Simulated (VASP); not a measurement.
A run of VASP 6.6.1 is set up as follows.

The input INCAR:

```
ALGO = Normal ; EDIFF = 1E-6
ENCUT = 520 ; GGA = PE
ISIF = 2 ; ISMEAR = 0
ISPIN = 2 ; LASPH = True
LCHARG = False ; LORBIT = 11
LREAL = False ; LWAVE = False
MAGMOM = 0 0 0 1 ; NBANDS = 34
NELM = 150 ; PREC = Accurate
SIGMA = 0.1
```

The input KPOINTS:

```
k-points
0
Gamma
  6 6 4
```

File POSCAR:

```
In3O
1.0
    5.2267381632      0.0000000000      0.0000000000
   -2.6133690816      4.5264880283      0.0000000000
    0.0000000000      0.0000000000      4.3761370944
In O
3 1
Direct
    0.3333333333      0.6666666667      0.0000000000
    0.6666666667      0.3333333333      0.0000000000
    0.0000000000      0.0000000000      0.5000000000
    0.0000000000      0.0000000000      0.0000000000
```

Potentials or basis: VASP PAW PBE potentials, release 64 (In_d, O).

Command:

```sh
$ cat potpaw_PBE.64/In_d/POTCAR potpaw_PBE.64/O/POTCAR > POTCAR
$ mpirun -np 1 vasp_std > vasp.out
```

Q: Predict the pressure.

A: 0.1 GPa.

Q: Predict the net moment.

A: 0.00 μB per cell.

Stress tensor (GPa, compression positive):
```
 0.16  0.00  0.00
 0.00  0.16  0.00
 0.00  0.00 -0.11
```
